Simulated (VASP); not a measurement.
Here is a VASP 6.6.1 calculation.

The input INCAR:

```
  PREC = Accurate
  ENCUT = 520
  EDIFF = 1E-6
  ISMEAR = 0
  SIGMA = 0.05
  LREAL = Auto
  LASPH = T
  NELM = 100
  ALGO = Normal
  ISIF = 2
  LWAVE = F
  LCHARG = T
  LDIPOL = T
  IDIPOL = 3
  DIPOL = 0.5 0.5 0.351
  LELF = T
  LVHAR = T
  LVACPOTAV = T
  NBANDS = 45
```

The input KPOINTS:

```
regular mesh
0
Gamma
  4 8 1
```

Contents of POSCAR:

```
Si3H2C4
1.0
    6.1223116280      0.0000000000      0.0000000000
    0.0000000000      3.0611558140      0.0000000000
    0.0000000000      0.0000000000     19.9960979072
C Si H
8 6 4
Direct
    0.5000000000      0.5000000000      0.2326656844
    0.0000000000      0.5000000000      0.2326656844
    0.7500000000      0.0000000000      0.3409150060
    0.2500000000      0.0000000000      0.3409150060
   -0.0146276640      0.5000000000      0.4604005322
    0.5101041042      0.5000000000      0.4418209884
    0.3898163069      0.0000000000      0.5313750920
    0.5937571883      0.0000000000      0.5668320098
    0.2500000000      0.5000000000      0.2867903452
    0.7500000000      0.5000000000      0.2867903452
    0.5034353474      0.0000000000      0.3917375218
   -0.0085132968      0.0000000000      0.4003324362
    0.7055252455      0.5000000000      0.5173207149
    0.2640699740      0.5000000000      0.4980891588
    0.5000000000      0.2236746754      0.1987605550
    0.5000000000      0.7763253246      0.1987605550
    0.0000000000      0.7759774367      0.1986431602
    0.0000000000      0.2240225633      0.1986431602
```

Potentials or basis: VASP PAW LDA potentials, release 64 (C, Si, H).

Run with:

```console
$ cat potpaw_LDA.64/C/POTCAR potpaw_LDA.64/Si/POTCAR potpaw_LDA.64/H/POTCAR > POTCAR
$ mpirun -np 1 vasp_std > vasp.out
```

Predict the band gap on the k mesh.

zero (bands 30 and 31 overlap by 0.31 eV).

What does it give for the largest force?

4.411 eV/Å.

Forces in eV/Å, atoms in the order of the input:
```
C    0.006  0.000  0.796
C   -0.001  0.000  0.597
C    0.911  0.000 -0.490
C   -0.919  0.000  0.546
C   -0.012  0.000  0.017
C    0.001  0.000 -0.016
C   -0.059  0.000  4.170
C    0.046  0.000 -4.411
Si  -0.480  0.000 -0.506
Si   0.476  0.000 -0.590
Si   0.002  0.000  0.003
Si   0.007  0.000  0.004
Si   0.031  0.000 -0.004
Si  -0.016  0.000  0.001
H   -0.001 -0.036 -0.030
H   -0.001  0.036 -0.030
H    0.004  0.035 -0.028
H    0.004 -0.035 -0.028
```
